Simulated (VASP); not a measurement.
# SnSe (Fm-3m) in VASP: single point with LDA

Aim: the single point of SnSe with LDA.

All numbers are computed with VASP 6.6.1; they aren't measurements. Logs are shortened: lines on timing, memory, paths and dates and some standing lists are left out, and cuts for length are marked.

**1. The cell of the first run**

It takes space group Fm-3m (No. 225, cubic). The conventional cell has a = 6.020 Å, b = 6.020 Å, c = 6.020 Å, α = 90.00°, β = 90.00°, γ = 90.00°. Within 4.0 Å of Sn (site symmetry m-3m) lie 6 Se at 3.01 Å. Se (site symmetry m-3m) has 6 Sn at 3.01 Å within 4.0 Å.

**2. Single point, LDA**

File INCAR:

```
PREC = Accurate
ENCUT = 520
EDIFF = 1E-6
ISMEAR = 0
SIGMA = 0.1
LREAL = F
LASPH = T
NELM = 60
ALGO = Normal
ISIF = 2
LWAVE = F
LCHARG = F
GGA = CA
NBANDS = 17
```

File KPOINTS:

```
Automatic mesh
0
Gamma
  9 9 9
```

File POSCAR:

```
SnSe
1.0
    0.0000000000      3.0100000000      3.0100000000
    3.0100000000      0.0000000000      3.0100000000
    3.0100000000      3.0100000000      0.0000000000
Sn Se
1 1
Direct
    0.0000000000      0.0000000000      0.0000000000
    0.5000000000      0.5000000000      0.5000000000
```

Potentials or basis: VASP PAW LDA potentials, release 64 (Sn_d, Se).

Launch:

```bash
$ cat potpaw_LDA.64/Sn_d/POTCAR potpaw_LDA.64/Se/POTCAR > POTCAR
$ mpirun -np 1 vasp_std > vasp.out
```

OUTCAR:

```text
PREC = Accurate
   ENCUT = 520
   EDIFF = 1E-6
   ISMEAR = 0
   LREAL = F
   LASPH = T
   NELM = 60
   ISIF = 2
   GGA = CA

 ion  position               nearest neighbor table
   1  0.000  0.000  0.000-   2 3.01   2 3.01   2 3.01   2 3.01   2 3.01   2 3.01
   2  0.500  0.500  0.500-   1 3.01   1 3.01   1 3.01   1 3.01   1 3.01   1 3.01

  LATTYP: Found a face centered cubic cell.
 ALAT       =     6.0200000000

  Lattice vectors:

 A1 = (   0.0000000000,   3.0100000000,   3.0100000000)
 A2 = (   3.0100000000,   0.0000000000,   3.0100000000)
 A3 = (   3.0100000000,   3.0100000000,   0.0000000000)

Analysis of symmetry for initial positions (statically):
=====================================================================
 Subroutine PRICEL returns:
 Original cell was already a primitive cell.

 Routine SETGRP: Setting up the symmetry group for a
 face centered cubic supercell.

 Subroutine GETGRP returns: Found 48 space group operations
 (whereof 48 operations were pure point group operations)
 out of a pool of 48 trial point group operations.

The static configuration has the point symmetry O_h .

Analysis of symmetry for dynamics (positions and initial velocities):
=====================================================================
 Subroutine PRICEL returns:
 Original cell was already a primitive cell.

 Routine SETGRP: Setting up the symmetry group for a
 face centered cubic supercell.

 Subroutine GETGRP returns: Found 48 space group operations
 (whereof 48 operations were pure point group operations)
 out of a pool of 48 trial point group operations.

The dynamic configuration has the point symmetry O_h .

 Subroutine INISYM returns: Found 48 space group operations
 (whereof 48 operations are pure point group operations),
 and found     1 'primitive' translations

----------------------------------------------------------------------------------------

                                     Primitive cell

  volume of cell :      54.5418

  direct lattice vectors                    reciprocal lattice vectors
     0.000000000  3.010000000  3.010000000    -0.166112957  0.166112957  0.166112957
     3.010000000  0.000000000  3.010000000     0.166112957 -0.166112957  0.166112957
     3.010000000  3.010000000  0.000000000     0.166112957  0.166112957 -0.166112957

  length of vectors
     4.256782823  4.256782823  4.256782823     0.287716081  0.287716081  0.287716081

[... 79 lines left out ...]
   NELM   =     60;   NELMIN=  2; NELMDL= -5     # of ELM steps
   EDIFF  = 0.1E-05   stopping-criterion for ELM
   LREAL  =      F    real-space projection
   EDIFFG = 0.1E-04   stopping-criterion for IOM
   NSW    =      0    number of steps for IOM
   IBRION =     -1    ionic relax: 0-MD 1-quasi-New 2-CG
   NFREE  =      0    steps in history (QN), initial steepest desc. (CG)
   ISIF   =      2    stress and relaxation
   ISYM   =      2    0-nonsym 1-usesym 2-fastsym
   POTIM  = 0.5000    time-step for ionic-motion
   TEBEG  =    0.0;   TEEND  =   0.0 temperature during run
   PSTRESS=    0.0 pullay stress
   NELECT =      20.0000    total number of electrons
   NUPDOWN=      -1.0000    fix difference up-down
   EMIN   =  10.00;   EMAX   =-10.00  energy-range for DOS
   EFERMI =   0.00;   METHOD = LEGACY
   ISMEAR =     0;   SIGMA  =   0.10  broadening in eV -4-tet -1-fermi 0-gaus
   EFERMI_NEDOS =   21; number of points for ismear=-14 and -15
   IALGO  =     38    algorithm
   IMIX   =      4    mixing-type and parameters
     AMIX     =   0.40;   BMIX     =  1.00
     AMIX_MAG =   1.60;   BMIX_MAG =  1.00
  volume/ion in A,a.u.               =      27.27       184.03
  Fermi-wavevector in a.u.,A,eV,Ry     =   1.171768  2.214321 18.681350  1.373040
  Thomas-Fermi vector in A             =   2.308207
   LORBIT       =      0    0 simple, 1 ext, 2 COOP (PROOUT), +10 PAW based schemes
   GGA     = CA    functional components
   LHFCALC =     F    Hartree Fock is set to
   AEXX    =    0.0000 exact exchange contribution
   IVDW    =     0    specifies the selected vdW correction
   LEPSILON=     F    determine dielectric tensor
   LRPA    =     F    only Hartree local field effects (RPA)
 non-spin polarized calculation
 Gauss-broadening in eV      SIGMA  =   0.10
  energy-cutoff  :      520.00
  volume of cell :       54.54
 maximum number of plane-waves:      1484
   NGX = 15   NGY = 15   NGZ = 15

 number of electron      20.0000006 magnetization

 Free energy of the ion-electron system (eV)
  ---------------------------------------------------
  ext. energy  EPLUGINS =         0.00000000
  ---------------------------------------------------
  free energy    TOTEN  =        -9.46944496 eV

  energy without entropy =       -9.46944386  energy(sigma->0) =       -9.46944441

 E-fermi :   5.6051     XC(G=0):  -9.8812

 val. band max:        5.3200045010   @ k =  -0.3333   0.1111   0.0000
 cond. band min:       5.8901947459   @ k =  -0.3333   0.1111   0.0000
 fundamental gap:      0.5701902449
 Fermi energy:         5.6051056357

 k-point     1 :       0.0000    0.0000    0.0000
  band No.  band energies     occupation
      1     -16.0706      2.00000
      2     -16.0706      2.00000
      3     -16.0687      2.00000
      4     -16.0687      2.00000
      5     -16.0687      2.00000
      6      -8.4407      2.00000
[... 457 lines left out ...]
      4     -16.0513      2.00000
      5     -16.0513      2.00000
      6      -7.2707      2.00000
[... 9 lines left out ...]
     16      17.0141      0.00000
     17      18.0547      0.00000

 [... further k-points ...]

------------------------ aborting loop because EDIFF is reached ----------------------------------------

  FORCE on cell =-STRESS in cart. coord.  units (eV):
  Direction    XX          YY          ZZ          XY          YZ          ZX
  --------------------------------------------------------------------------------------
  -------------------------------------------------------------------------------------
  Total       -1.0760038     -1.0760038     -1.0760038      0.0000000     -0.0000000      0.0000000
  in kB      -31.6078467    -31.6078467    -31.6078467      0.0000000     -0.0000000      0.0000000
  external PRESSURE =     -31.6078467 kB  Pullay stress =       0.0000000 kB

 VOLUME and BASIS-vectors are now :
 -----------------------------------------------------------------------------
  energy-cutoff  :      520.00
  volume of cell :       54.54
      direct lattice vectors                 reciprocal lattice vectors
     0.000000000  3.010000000  3.010000000    -0.166112957  0.166112957  0.166112957
     3.010000000  0.000000000  3.010000000     0.166112957 -0.166112957  0.166112957
     3.010000000  3.010000000  0.000000000     0.166112957  0.166112957 -0.166112957

 POSITION                                       TOTAL-FORCE (eV/Angst)
 -----------------------------------------------------------------------------------
      0.00000      0.00000      0.00000        -0.000000     -0.000000      0.000000
      3.01000      3.01000      3.01000         0.000000      0.000000      0.000000
 -----------------------------------------------------------------------------------
    total drift:                                0.000000     -0.000000     -0.000000

  FREE ENERGIE OF THE ION-ELECTRON SYSTEM (eV)
  ---------------------------------------------------
  free  energy   TOTEN  =        -9.4694449583 eV

  energy  without entropy=       -9.4694438613  energy(sigma->0) =       -9.46944441
```

stdout:

```text
POSCAR found type information on POSCAR SnSe
 POSCAR found :  2 types and       2 ions
 scaLAPACK will be used
 LDA part: xc-table for (Slater(with rela. corr.)+CA(PZ))
 , standard interpolation
 POSCAR, INCAR and KPOINTS ok, starting setup
 FFT: planning ... GRIDC
 FFT: planning ... GRID_SOFT
 FFT: planning ... GRID
 WAVECAR not read
 entering main loop
```

Run time: 30 s. Hardware: 1 thread of Intel Xeon 8259CL, shared host; peak memory 0.17 GiB.

Results:

```yaml
Free_energy: -9.4694 eV
Pressure: -3.2 GPa
```

Caveat: this odd mesh misses L, where the gap lies, so gap, dielectric constants and Born charges aren't listed; spin-orbit coupling is left out, which moves the levels of the heavy elements.
